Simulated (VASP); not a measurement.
# K2MgH4 (I4/mmm) in VASP: single point with LDA

Aim: the single point of K2MgH4 with LDA.

Everything below comes from runs of VASP 6.6.1. Logs are shortened: lines on timing, memory, paths and dates and some standing lists are left out, and cuts for length are marked.

## (1) The cell of the first run

Symmetry: I4/mmm, No. 139, tetragonal system. Conventional cell: a = 4.036 Å, b = 4.036 Å, c = 13.592 Å, α = 90.00°, β = 90.00°, γ = 90.00°. K (site symmetry 4mm) has 9 H at 2.77 to 2.86 Å and 4 Mg at 3.50 Å within 3.7 Å. Within 2.7 Å of Mg (site symmetry 4/mmm) lie 6 H at 2.00 to 2.02 Å. H (site symmetry 4mm) has 1 Mg at 2.00 Å within 2.7 Å. Within 2.7 Å of H (site symmetry mmm) lie 2 Mg at 2.02 Å.

## (2) Single point, LDA

INCAR

```
SYSTEM = K2MgH4
ALGO     = Normal         ! electronic algorithm
EDIFF    = 1E-6           ! SCF threshold, eV
ENCUT    = 520            ! plane-wave cutoff, eV
ISIF     = 2              ! what is computed and relaxed
ISMEAR   = 0              ! smearing method
LASPH    = .True.         ! aspherical terms in the spheres
LCHARG   = .False.        ! write CHGCAR
LREAL    = .False.        ! projectors in reciprocal space
LWAVE    = .False.        ! write WAVECAR
NBANDS   = 21             ! bands
NELM     = 100            ! most SCF steps
PREC     = Accurate       ! precision mode
SIGMA    = 0.01           ! smearing width, eV
```

KPOINTS

```
k-points
0
Gamma
  7 7 7
  0 0 0
```

POSCAR

```
K2MgH4
1.0
   -2.0180500000      2.0180500000      6.7960500000
    2.0180500000     -2.0180500000      6.7960500000
    2.0180500000      2.0180500000     -6.7960500000
K Mg H
2 1 4
Direct
    0.3513000000      0.3513000000      0.0000000000
    0.6487000000      0.6487000000      0.0000000000
    0.0000000000      0.0000000000      0.0000000000
    0.1472000000      0.1472000000      0.0000000000
    0.8528000000      0.8528000000      0.0000000000
    0.5000000000      0.0000000000      0.5000000000
    0.0000000000      0.5000000000      0.5000000000
```

Potentials or basis: VASP PAW LDA potentials, release 64 (K_sv, Mg, H).

Command:

```
> cat potpaw_LDA.64/K_sv/POTCAR potpaw_LDA.64/Mg/POTCAR potpaw_LDA.64/H/POTCAR > POTCAR
> mpirun -np 1 vasp_std > vasp.out
```

OUTCAR:

```text
SYSTEM = K2MgH4
   EDIFF = 1E-6
   ENCUT = 520
   ISIF = 2
   ISMEAR = 0
   LASPH = .True.
   LREAL = .False.
   NELM = 100
   PREC = Accurate

 ion  position               nearest neighbor table
   1  0.351  0.351  0.000-   3 3.50   3 3.50   3 3.50   3 3.50
   2  0.649  0.649  0.000-   3 3.50   3 3.50   3 3.50   3 3.50
   3  0.000  0.000  0.000-   4 2.00   5 2.00   6 2.02   7 2.02   7 2.02   6 2.02   1 3.50   2 3.50
                             2 3.50   1 3.50   2 3.50   1 3.50   2 3.50   1 3.50
   4  0.147  0.147  0.000-   3 2.00
   5  0.853  0.853  0.000-   3 2.00
   6  0.500  0.000  0.500-   3 2.02   3 2.02
   7  0.000  0.500  0.500-   3 2.02   3 2.02

  LATTYP: Found a body centered tetragonal cell.
 ALAT       =     4.0361000000
 C/A-ratio  =     3.3676321201

  Lattice vectors:

 A1 = (  -2.0180500000,   2.0180500000,   6.7960500000)
 A2 = (   2.0180500000,  -2.0180500000,   6.7960500000)
 A3 = (   2.0180500000,   2.0180500000,  -6.7960500000)

Analysis of symmetry for initial positions (statically):
=====================================================================
 Subroutine PRICEL returns:
 Original cell was already a primitive cell.

 Routine SETGRP: Setting up the symmetry group for a
 body centered tetragonal supercell.

 Subroutine GETGRP returns: Found 16 space group operations
 (whereof 16 operations were pure point group operations)
 out of a pool of 16 trial point group operations.

The static configuration has the point symmetry D_4h.

Analysis of symmetry for dynamics (positions and initial velocities):
=====================================================================
 Subroutine PRICEL returns:
 Original cell was already a primitive cell.

 Routine SETGRP: Setting up the symmetry group for a
 body centered tetragonal supercell.

 Subroutine GETGRP returns: Found 16 space group operations
 (whereof 16 operations were pure point group operations)
 out of a pool of 16 trial point group operations.

The dynamic configuration has the point symmetry D_4h.

 Subroutine INISYM returns: Found 16 space group operations
 (whereof 16 operations are pure point group operations),
 and found     1 'primitive' translations

----------------------------------------------------------------------------------------

                                     Primitive cell

  volume of cell :     110.7084

  direct lattice vectors                    reciprocal lattice vectors
    -2.018050000  2.018050000  6.796050000     0.000000000  0.247763931  0.073572149
     2.018050000 -2.018050000  6.796050000     0.247763931  0.000000000  0.073572149
     2.018050000  2.018050000 -6.796050000     0.247763931  0.247763931  0.000000000

  length of vectors
     7.370980071  7.370980071  7.370980071     0.258456624  0.258456624  0.350391111

  position of ions in fractional coordinates (direct lattice)
     0.351300000  0.351300000  0.000000000
     0.648700000  0.648700000  0.000000000
     0.000000000  0.000000000  0.000000000
     0.147200000  0.147200000  0.000000000
     0.852800000  0.852800000  0.000000000
     0.500000000  0.000000000  0.500000000
     0.000000000  0.500000000  0.500000000

  ion indices of the primitive-cell ions
   primitive index   ion index
                 1           1
                 2           2
                 3           3
                 4           4
                 5           5
                 6           6
                 7           7

----------------------------------------------------------------------------------------

 KPOINTS: k-points

Automatic generation of k-mesh.
 Grid dimensions read from file:
 generate k-points for:    7    7    7

 Generating k-lattice:

  Cartesian coordinates                     Fractional coordinates (reciprocal lattice)
     0.000000000  0.035394847  0.010510307     0.142857143  0.000000000  0.000000000
     0.035394847  0.000000000  0.010510307     0.000000000  0.142857143  0.000000000
     0.035394847  0.035394847  0.000000000     0.000000000  0.000000000  0.142857143

  Length of vectors
     0.036922375  0.036922375  0.050055873

  Shift w.r.t. Gamma in fractional coordinates (k-lattice)
     0.000000000  0.000000000  0.000000000

 Subroutine IBZKPT returns following result:
 ===========================================

 Found     40 irreducible k-points:

 Following reciprocal coordinates:
            Coordinates               Weight
  0.000000  0.000000  0.000000      1.000000
  0.142857  0.000000 -0.000000      8.000000
  0.285714  0.000000  0.000000      8.000000
  0.428571  0.000000 -0.000000      8.000000
  0.142857  0.142857 -0.000000      8.000000
  0.285714  0.142857 -0.000000     16.000000
[... 16 lines left out ...]
 -0.142857  0.285714  0.142857      8.000000
 -0.428571  0.428571  0.142857      8.000000
 [... further k-points ...]
   k-points           NKPTS =     40   k-points in BZ     NKDIM =     40   number of bands    NBANDS=     21
   number of dos      NEDOS =    301   number of ions     NIONS =      7
   total plane-waves  NPLWV = 175616
   dimension x,y,z NGX =    56 NGY =   56 NGZ =   56
   dimension x,y,z NGXF=   112 NGYF=  112 NGZF=  112
   ions per type =               2   1   4
   NGX,Y,Z   is equivalent  to a cutoff of  12.63, 12.63, 12.63 a.u.
   NGXF,Y,Z  is equivalent  to a cutoff of  25.26, 25.26, 25.26 a.u.
 SYSTEM =  K2MgH4
   PREC   = accura    normal or accurate (medium, high low for compatibility)
   ISTART =      0    job   : 0-new  1-cont  2-samecut
   ICHARG =      2    charge: 1-file 2-atom 10-const
   ISPIN  =      1    spin polarized calculation?
   LNONCOLLINEAR =      F non collinear calculations
   LSORBIT =      F    spin-orbit coupling
   LASPH  =      T    aspherical Exc in radial PAW
   ENCUT  =  520.0 eV  38.22 Ry    6.18 a.u.  13.71 13.71 13.71*2*pi/ulx,y,z
   NELM   =    100;   NELMIN=  2; NELMDL= -5     # of ELM steps
   EDIFF  = 0.1E-05   stopping-criterion for ELM
   LREAL  =      F    real-space projection
   EDIFFG = 0.1E-04   stopping-criterion for IOM
   NSW    =      0    number of steps for IOM
   IBRION =     -1    ionic relax: 0-MD 1-quasi-New 2-CG
   NFREE  =      0    steps in history (QN), initial steepest desc. (CG)
   ISIF   =      2    stress and relaxation
   ISYM   =      2    0-nonsym 1-usesym 2-fastsym
   POTIM  = 0.5000    time-step for ionic-motion
   TEBEG  =    0.0;   TEEND  =   0.0 temperature during run
   PSTRESS=    0.0 pullay stress
   NELECT =      24.0000    total number of electrons
   NUPDOWN=      -1.0000    fix difference up-down
   EMIN   =  10.00;   EMAX   =-10.00  energy-range for DOS
   EFERMI =   0.00;   METHOD = LEGACY
   ISMEAR =     0;   SIGMA  =   0.01  broadening in eV -4-tet -1-fermi 0-gaus
   EFERMI_NEDOS =   21; number of points for ismear=-14 and -15
   IALGO  =     38    algorithm
   IMIX   =      4    mixing-type and parameters
     AMIX     =   0.40;   BMIX     =  1.00
     AMIX_MAG =   1.60;   BMIX_MAG =  1.00
  volume/ion in A,a.u.               =      15.82       106.73
  Fermi-wavevector in a.u.,A,eV,Ry     =   0.983449  1.858449 13.159169  0.967172
  Thomas-Fermi vector in A             =   2.114608
   LORBIT       =      0    0 simple, 1 ext, 2 COOP (PROOUT), +10 PAW based schemes
   GGA     = CA    functional components
   LHFCALC =     F    Hartree Fock is set to
   AEXX    =    0.0000 exact exchange contribution
   IVDW    =     0    specifies the selected vdW correction
   LEPSILON=     F    determine dielectric tensor
   LRPA    =     F    only Hartree local field effects (RPA)
 non-spin polarized calculation
 Gauss-broadening in eV      SIGMA  =   0.01
  energy-cutoff  :      520.00
  volume of cell :      110.71
 maximum number of plane-waves:      3017
   NGX = 27   NGY = 27   NGZ = 27

 number of electron      23.9999999 magnetization

 Free energy of the ion-electron system (eV)
  ---------------------------------------------------
  ext. energy  EPLUGINS =         0.00000000
  ---------------------------------------------------
  free energy    TOTEN  =       -20.27876063 eV

  energy without entropy =      -20.27876063  energy(sigma->0) =      -20.27876063

 E-fermi :  -0.7398     XC(G=0):  -8.3346

 val. band max:       -0.8037225538   @ k =   0.0000   0.0000   0.0000
 cond. band min:       2.1495870871   @ k =  -0.2857   0.2857   0.0000
 fundamental gap:      2.9533096408
 Fermi energy:        -0.7398137767

 k-point     1 :       0.0000    0.0000    0.0000
  band No.  band energies     occupation
      1     -29.7281      2.00000
      2     -29.6944      2.00000
      3     -13.6478      2.00000
      4     -13.4201      2.00000
      5     -13.4201      2.00000
      6     -13.3642      2.00000
[... 13 lines left out ...]
     20       6.7465      0.00000
     21       7.2420      0.00000

 k-point     2 :       0.1429    0.0000   -0.0000
  band No.  band energies     occupation
      1     -29.7242      2.00000
      2     -29.6938      2.00000
      3     -13.6335      2.00000
      4     -13.4709      2.00000
      5     -13.4138      2.00000
      6     -13.4008      2.00000
[... 13 lines left out ...]
     20       7.1451      0.00000
     21       7.1965      0.00000

 k-point     3 :       0.2857    0.0000    0.0000
  band No.  band energies     occupation
      1     -29.7148      2.00000
      2     -29.6935      2.00000
      3     -13.6154      2.00000
      4     -13.5636      2.00000
      5     -13.4697      2.00000
      6     -13.3979      2.00000
[... 13 lines left out ...]
     20       7.0021      0.00000
     21       7.2710      0.00000
[... 457 lines left out ...]
 k-point    23 :      -0.1429    0.2857    0.1429
  band No.  band energies     occupation
      1     -29.7059      2.00000
      2     -29.6944      2.00000
      3     -13.6507      2.00000
      4     -13.6182      2.00000
      5     -13.4849      2.00000
      6     -13.3763      2.00000
[... 13 lines left out ...]
     20       7.4893      0.00000
     21       7.7020      0.00000

 k-point    24 :      -0.4286    0.4286    0.1429
  band No.  band energies     occupation
      1     -29.6942      2.00000
      2     -29.6927      2.00000
      3     -13.6119      2.00000
      4     -13.5851      2.00000
      5     -13.5198      2.00000
      6     -13.4488      2.00000
[... 13 lines left out ...]
     20       7.5400      0.00000
     21       7.8762      0.00000

 [... further k-points ...]

------------------------ aborting loop because EDIFF is reached ----------------------------------------

  FORCE on cell =-STRESS in cart. coord.  units (eV):
  Direction    XX          YY          ZZ          XY          YZ          ZX
  --------------------------------------------------------------------------------------
  -------------------------------------------------------------------------------------
  Total       -1.8064934     -1.8064934     -1.7149618      0.0000000     -0.0000000      0.0000000
  in kB      -26.1436711    -26.1436711    -24.8190194      0.0000000     -0.0000000      0.0000000
  external PRESSURE =     -25.7021205 kB  Pullay stress =       0.0000000 kB

 VOLUME and BASIS-vectors are now :
 -----------------------------------------------------------------------------
  energy-cutoff  :      520.00
  volume of cell :      110.71
      direct lattice vectors                 reciprocal lattice vectors
    -2.018050000  2.018050000  6.796050000     0.000000000  0.247763931  0.073572149
     2.018050000 -2.018050000  6.796050000     0.247763931  0.000000000  0.073572149
     2.018050000  2.018050000 -6.796050000     0.247763931  0.247763931  0.000000000

 POSITION                                       TOTAL-FORCE (eV/Angst)
 -----------------------------------------------------------------------------------
      0.00000      0.00000      4.77490        -0.000000     -0.000000      0.310164
      0.00000      0.00000      8.81720         0.000000      0.000000     -0.310164
      0.00000      0.00000      0.00000         0.000000      0.000000      0.000000
      0.00000      0.00000      2.00076        -0.000000     -0.000000      0.058453
      0.00000      0.00000     11.59134        -0.000000     -0.000000     -0.058453
      0.00000      2.01805      0.00000         0.000000      0.000000      0.000000
      2.01805      0.00000      0.00000         0.000000      0.000000      0.000000
 -----------------------------------------------------------------------------------
    total drift:                                0.000000      0.000000     -0.000000

  FREE ENERGIE OF THE ION-ELECTRON SYSTEM (eV)
  ---------------------------------------------------
  free  energy   TOTEN  =       -20.2787606339 eV

  energy  without entropy=      -20.2787606339  energy(sigma->0) =      -20.27876063
```

Wall time 3 min (1 thread of Intel Xeon Platinum 8259CL at 2.50GHz (Skylake/Cascade Lake), shared host); peak memory 0.37 GiB.

What came out:

```yaml
Free_energy: -20.2788 eV
Pressure: -2.6 GPa
Largest_force: 0.310 eV/Å
Band_gap_on_the_k_mesh: 2.95 eV, indirect (least direct gap 3.49 eV)
```

Forces on the atoms (eV/Å):
```
K    0.000  0.000  0.310
K    0.000  0.000 -0.310
Mg   0.000  0.000  0.000
H    0.000  0.000  0.058
H    0.000  0.000 -0.058
H    0.000  0.000  0.000
H    0.000  0.000  0.000
```

Levels at points of the mesh, in eV from the valence-band top:
| k point | band 10 | band 11 | band 12 | band 13 | band 14 | band 15 |
| --- | --- | --- | --- | --- | --- | --- |
| (0.00, 0.00, 0.00) | -1.83 | -0.88 | 0.00 | 4.84 | 5.05 | 5.44 |

A k mesh can miss the band edges.
